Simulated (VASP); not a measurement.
# SiC (F-43m) in VASP: further runs

The runs below take SiC through single point, with PBE, PBE+D4.

Program: VASP 6.6.1. These are calculated values, not measurements. Logs are shortened: lines on timing, memory, paths and dates and some standing lists are left out, and cuts for length are marked.

### Step 1. The cell of the first run

It takes space group F-43m (No. 216, cubic). Conventional cell: a = 4.330 Å, b = 4.330 Å, c = 4.330 Å, α = 90.00°, β = 90.00°, γ = 90.00°. Si (site symmetry -43m) has 4 C at 1.88 Å within 2.5 Å. Within 2.5 Å of C (site symmetry -43m) lie 4 Si at 1.88 Å.

### Step 2. Single point, PBE

The input, INCAR:

```
SYSTEM = SiC
ALGO = Normal ; EDIFF = 1E-6
ENCUT = 600 ; GGA = PE
GGA_COMPAT = .False. ; ISIF = 2
ISMEAR = 0 ; LASPH = .True.
LCHARG = .True. ; LELF = .True.
LREAL = .False. ; LVHAR = .True.
LWAVE = .False. ; NBANDS = 11
NELM = 120 ; PREC = Accurate
SIGMA = 0.1
```

The input, KPOINTS:

```
k-points
0
Gamma
  8 8 8
  0 0 0
```

The input, POSCAR:

```
SiC
1.0
    0.0000000000      2.1651214207      2.1651214207
    2.1651214207      0.0000000000      2.1651214207
    2.1651214207      2.1651214207      0.0000000000
Si C
1 1
Direct
    0.0000000000      0.0000000000      0.0000000000
    0.7500000000      0.7500000000      0.7500000000
```

Potentials or basis: VASP PAW PBE potentials, release 64 (Si, C).

Command:

```console
cat potpaw_PBE.64/Si/POTCAR potpaw_PBE.64/C/POTCAR > POTCAR
mpirun -np 1 vasp_std > vasp.out
```

OUTCAR:

```text
SYSTEM = SiC
   EDIFF = 1E-6
   ENCUT = 600
   GGA = PE
   ISIF = 2
   ISMEAR = 0
   LASPH = .True.
   LREAL = .False.
   NELM = 120
   PREC = Accurate

 ion  position               nearest neighbor table
   1  0.000  0.000  0.000-   2 1.88   2 1.88   2 1.88   2 1.88
   2  0.750  0.750  0.750-   1 1.88   1 1.88   1 1.88   1 1.88

  LATTYP: Found a face centered cubic cell.
 ALAT       =     4.3302428414

  Lattice vectors:

 A1 = (   0.0000000000,   2.1651214207,   2.1651214207)
 A2 = (   2.1651214207,   0.0000000000,   2.1651214207)
 A3 = (   2.1651214207,   2.1651214207,   0.0000000000)

Analysis of symmetry for initial positions (statically):
=====================================================================
 Subroutine PRICEL returns:
 Original cell was already a primitive cell.

 Routine SETGRP: Setting up the symmetry group for a
 face centered cubic supercell.

 Subroutine GETGRP returns: Found 24 space group operations
 (whereof 24 operations were pure point group operations)
 out of a pool of 48 trial point group operations.

The static configuration has the point symmetry T_d .

Analysis of symmetry for dynamics (positions and initial velocities):
=====================================================================
 Subroutine PRICEL returns:
 Original cell was already a primitive cell.

 Routine SETGRP: Setting up the symmetry group for a
 face centered cubic supercell.

 Subroutine GETGRP returns: Found 24 space group operations
 (whereof 24 operations were pure point group operations)
 out of a pool of 48 trial point group operations.

The dynamic configuration has the point symmetry T_d .

 Subroutine INISYM returns: Found 24 space group operations
 (whereof 24 operations are pure point group operations),
 and found     1 'primitive' translations

----------------------------------------------------------------------------------------

                                     Primitive cell

  volume of cell :      20.2991

  direct lattice vectors                    reciprocal lattice vectors
     0.000000000  2.165121421  2.165121421    -0.230933931  0.230933931  0.230933931
     2.165121421  0.000000000  2.165121421     0.230933931 -0.230933931  0.230933931
     2.165121421  2.165121421  0.000000000     0.230933931  0.230933931 -0.230933931

  length of vectors
     3.061944077  3.061944077  3.061944077     0.399989301  0.399989301  0.399989301

  position of ions in fractional coordinates (direct lattice)
     0.000000000  0.000000000  0.000000000
     0.750000000  0.750000000  0.750000000

  ion indices of the primitive-cell ions
   primitive index   ion index
                 1           1
                 2           2

----------------------------------------------------------------------------------------

 KPOINTS: k-points

Automatic generation of k-mesh.
 Grid dimensions read from file:
 generate k-points for:    8    8    8

 Generating k-lattice:

  Cartesian coordinates                     Fractional coordinates (reciprocal lattice)
    -0.028866741  0.028866741  0.028866741     0.125000000  0.000000000  0.000000000
     0.028866741 -0.028866741  0.028866741     0.000000000  0.125000000  0.000000000
     0.028866741  0.028866741 -0.028866741     0.000000000  0.000000000  0.125000000

  Length of vectors
     0.049998663  0.049998663  0.049998663

  Shift w.r.t. Gamma in fractional coordinates (k-lattice)
     0.000000000  0.000000000  0.000000000

 Subroutine IBZKPT returns following result:
 ===========================================

 Found     29 irreducible k-points:

 Following reciprocal coordinates:
            Coordinates               Weight
  0.000000  0.000000  0.000000      1.000000
  0.125000  0.000000  0.000000      8.000000
  0.250000  0.000000  0.000000      8.000000
  0.375000  0.000000  0.000000      8.000000
  0.500000  0.000000  0.000000      4.000000
  0.125000  0.125000  0.000000      6.000000
[... 16 lines left out ...]
  0.500000  0.250000  0.125000     48.000000
 -0.375000  0.250000  0.125000     24.000000
 [... further k-points ...]
   k-points           NKPTS =     29   k-points in BZ     NKDIM =     29   number of bands    NBANDS=     11
   number of dos      NEDOS =    301   number of ions     NIONS =      2
   total plane-waves  NPLWV =  13824
   dimension x,y,z NGX =    24 NGY =   24 NGZ =   24
   dimension x,y,z NGXF=    48 NGYF=   48 NGZF=   48
   ions per type =               1   1
   NGX,Y,Z   is equivalent  to a cutoff of  13.03, 13.03, 13.03 a.u.
   NGXF,Y,Z  is equivalent  to a cutoff of  26.06, 26.06, 26.06 a.u.
 SYSTEM =  SiC
   PREC   = accura    normal or accurate (medium, high low for compatibility)
   ISTART =      0    job   : 0-new  1-cont  2-samecut
   ICHARG =      2    charge: 1-file 2-atom 10-const
   ISPIN  =      1    spin polarized calculation?
   LNONCOLLINEAR =      F non collinear calculations
   LSORBIT =      F    spin-orbit coupling
   LASPH  =      T    aspherical Exc in radial PAW
   ENCUT  =  600.0 eV  44.10 Ry    6.64 a.u.   6.12  6.12  6.12*2*pi/ulx,y,z
   NELM   =    120;   NELMIN=  2; NELMDL= -5     # of ELM steps
   EDIFF  = 0.1E-05   stopping-criterion for ELM
   LREAL  =      F    real-space projection
   EDIFFG = 0.1E-04   stopping-criterion for IOM
   NSW    =      0    number of steps for IOM
   IBRION =     -1    ionic relax: 0-MD 1-quasi-New 2-CG
   NFREE  =      0    steps in history (QN), initial steepest desc. (CG)
   ISIF   =      2    stress and relaxation
   ISYM   =      2    0-nonsym 1-usesym 2-fastsym
   POTIM  = 0.5000    time-step for ionic-motion
   TEBEG  =    0.0;   TEEND  =   0.0 temperature during run
   PSTRESS=    0.0 pullay stress
   NELECT =       8.0000    total number of electrons
   NUPDOWN=      -1.0000    fix difference up-down
   EMIN   =  10.00;   EMAX   =-10.00  energy-range for DOS
   EFERMI =   0.00;   METHOD = LEGACY
   ISMEAR =     0;   SIGMA  =   0.10  broadening in eV -4-tet -1-fermi 0-gaus
   EFERMI_NEDOS =   21; number of points for ismear=-14 and -15
   IALGO  =     38    algorithm
   IMIX   =      4    mixing-type and parameters
     AMIX     =   0.40;   BMIX     =  1.00
     AMIX_MAG =   1.60;   BMIX_MAG =  1.00
  volume/ion in A,a.u.               =      10.15        68.49
  Fermi-wavevector in a.u.,A,eV,Ry     =   1.200271  2.268183 19.601233  1.440650
  Thomas-Fermi vector in A             =   2.336111
   LORBIT       =      0    0 simple, 1 ext, 2 COOP (PROOUT), +10 PAW based schemes
   GGA     = PE    functional components
   LHFCALC =     F    Hartree Fock is set to
   AEXX    =    0.0000 exact exchange contribution
   IVDW    =     0    specifies the selected vdW correction
   LEPSILON=     F    determine dielectric tensor
   LRPA    =     F    only Hartree local field effects (RPA)
 non-spin polarized calculation
 Gauss-broadening in eV      SIGMA  =   0.10
  energy-cutoff  :      600.00
  volume of cell :       20.30
 maximum number of plane-waves:       700
   NGX = 13   NGY = 13   NGZ = 13

 number of electron       8.0000000 magnetization

 Free energy of the ion-electron system (eV)
  ---------------------------------------------------
  ext. energy  EPLUGINS =         0.00000000
  ---------------------------------------------------
  free energy    TOTEN  =       -15.04476623 eV

  energy without entropy =      -15.04476623  energy(sigma->0) =      -15.04476623

 E-fermi :   8.8432     XC(G=0): -11.4399

 val. band max:        8.3238951061   @ k =   0.0000   0.0000   0.0000
 cond. band min:       9.6621793315   @ k =   0.5000   0.5000   0.0000
 fundamental gap:      1.3382842254
 Fermi energy:         8.8431530234

 k-point     1 :       0.0000    0.0000    0.0000
  band No.  band energies     occupation
      1      -7.2310      2.00000
      2       8.3239      2.00000
      3       8.3239      2.00000
      4       8.3239      2.00000
      5      14.7824      0.00000
      6      15.7656      0.00000
      7      15.7656      0.00000
      8      15.7656      0.00000
      9      22.9432      0.00000
     10      22.9432      0.00000
     11      25.1038      0.00000

 k-point     2 :       0.1250    0.0000    0.0000
  band No.  band energies     occupation
      1      -6.9217      2.00000
      2       6.8346      2.00000
      3       8.1222      2.00000
      4       8.1222      2.00000
      5      14.9800      0.00000
      6      16.1205      0.00000
      7      16.1205      0.00000
      8      16.3302      0.00000
      9      21.7039      0.00000
     10      21.7039      0.00000
     11      24.5406      0.00000

 k-point     3 :       0.2500    0.0000    0.0000
  band No.  band energies     occupation
      1      -6.0165      2.00000
      2       3.9985      2.00000
      3       7.7158      2.00000
      4       7.7158      2.00000
      5      14.4838      0.00000
      6      16.3533      0.00000
      7      16.3533      0.00000
      8      17.8474      0.00000
      9      21.5471      0.00000
     10      21.5471      0.00000
     11      23.6349      0.00000

 k-point     4 :       0.3750    0.0000    0.0000
  band No.  band energies     occupation
      1      -4.6371      2.00000
      2       1.2215      2.00000
      3       7.3874      2.00000
      4       7.3874      2.00000
      5      14.0727      0.00000
      6      15.8937      0.00000
      7      15.8937      0.00000
      8      18.4712      0.00000
      9      23.5900      0.00000
     10      23.5900      0.00000
     11      24.0761      0.00000

 k-point     5 :       0.5000    0.0000    0.0000
  band No.  band energies     occupation
      1      -3.5930      2.00000
      2      -0.3169      2.00000
      3       7.2678      2.00000
      4       7.2678      2.00000
      5      13.9322      0.00000
      6      15.6290      0.00000
      7      15.6290      0.00000
      8      18.4844      0.00000
      9      24.7555      0.00000
     10      25.7583      0.00000
     11      25.7583      0.00000
[... 211 lines left out ...]
 k-point    21 :       0.5000    0.5000    0.0000
  band No.  band energies     occupation
      1      -2.1224      2.00000
      2       0.4676      2.00000
      3       5.1016      2.00000
      4       5.1016      2.00000
      5       9.6622      0.00000
      6      12.7131      0.00000
      7      22.5828      0.00000
      8      22.5828      0.00000
      9      23.3667      0.00000
     10      28.6405      0.00000
     11      30.7775      0.00000

 k-point    22 :       0.3750    0.2500    0.1250
  band No.  band energies     occupation
      1      -5.2298      2.00000
      2       3.8177      2.00000
      3       5.4348      2.00000
      4       7.0434      2.00000
      5      13.7559      0.00000
      6      16.0830      0.00000
      7      16.9395      0.00000
      8      18.5567      0.00000
      9      20.7228      0.00000
     10      24.4971      0.00000
     11      27.9512      0.00000

 k-point    23 :       0.5000    0.2500    0.1250
  band No.  band energies     occupation
      1      -3.9043      2.00000
      2       1.7562      2.00000
      3       4.6942      2.00000
      4       6.3831      2.00000
      5      13.6749      0.00000
      6      16.0539      0.00000
      7      17.6772      0.00000
      8      18.9296      0.00000
      9      21.8876      0.00000
     10      25.0172      0.00000
     11      27.8880      0.00000

 k-point    24 :      -0.3750    0.2500    0.1250
  band No.  band energies     occupation
      1      -2.9346      2.00000
      2       0.4104      2.00000
      3       4.5860      2.00000
      4       6.0393      2.00000
      5      13.6121      0.00000
      6      15.7346      0.00000
      7      18.6322      0.00000
      8      19.4910      0.00000
      9      21.9374      0.00000
     10      24.7208      0.00000
     11      27.8838      0.00000

 [... further k-points ...]

------------------------ aborting loop because EDIFF is reached ----------------------------------------

  FORCE on cell =-STRESS in cart. coord.  units (eV):
  Direction    XX          YY          ZZ          XY          YZ          ZX
  --------------------------------------------------------------------------------------
  -------------------------------------------------------------------------------------
  Total        0.9564181      0.9564181      0.9564181      0.0000000     -0.0000000      0.0000000
  in kB       75.4886397     75.4886397     75.4886397      0.0000000     -0.0000000      0.0000000
  external PRESSURE =      75.4886397 kB  Pullay stress =       0.0000000 kB

 VOLUME and BASIS-vectors are now :
 -----------------------------------------------------------------------------
  energy-cutoff  :      600.00
  volume of cell :       20.30
      direct lattice vectors                 reciprocal lattice vectors
     0.000000000  2.165121421  2.165121421    -0.230933931  0.230933931  0.230933931
     2.165121421  0.000000000  2.165121421     0.230933931 -0.230933931  0.230933931
     2.165121421  2.165121421  0.000000000     0.230933931  0.230933931 -0.230933931

 POSITION                                       TOTAL-FORCE (eV/Angst)
 -----------------------------------------------------------------------------------
      0.00000      0.00000      0.00000        -0.000000     -0.000000     -0.000000
      3.24768      3.24768      3.24768         0.000000      0.000000      0.000000
 -----------------------------------------------------------------------------------
    total drift:                               -0.000000     -0.000000     -0.000000

  FREE ENERGIE OF THE ION-ELECTRON SYSTEM (eV)
  ---------------------------------------------------
  free  energy   TOTEN  =       -15.0447662316 eV

  energy  without entropy=      -15.0447662316  energy(sigma->0) =      -15.04476623
```

Wall time 10 s (1 thread of Intel Xeon Platinum 8375C at 2.90GHz (Ice Lake), shared host); peak memory 0.13 GiB.

Results:

- Free energy: -15.0448 eV
- Pressure: 7.5 GPa
- Band gap on the k mesh: 1.34 eV (least direct gap 4.56 eV)

Levels at points of the mesh, in eV from the valence-band top:
```csv
k point,band 2,band 3,band 4,band 5,band 6,band 7
"(0.00, 0.00, 0.00)",0.00,0.00,0.00,6.46,7.44,7.44
"(0.50, 0.00, 0.00)",-8.64,-1.06,-1.06,5.61,7.31,7.31
"(0.50, 0.50, 0.00)",-7.86,-3.22,-3.22,1.34,4.39,14.26
```

Caveat: the cell stands under pressure. A k mesh can miss the band edges.

[end of part 1 of 2]
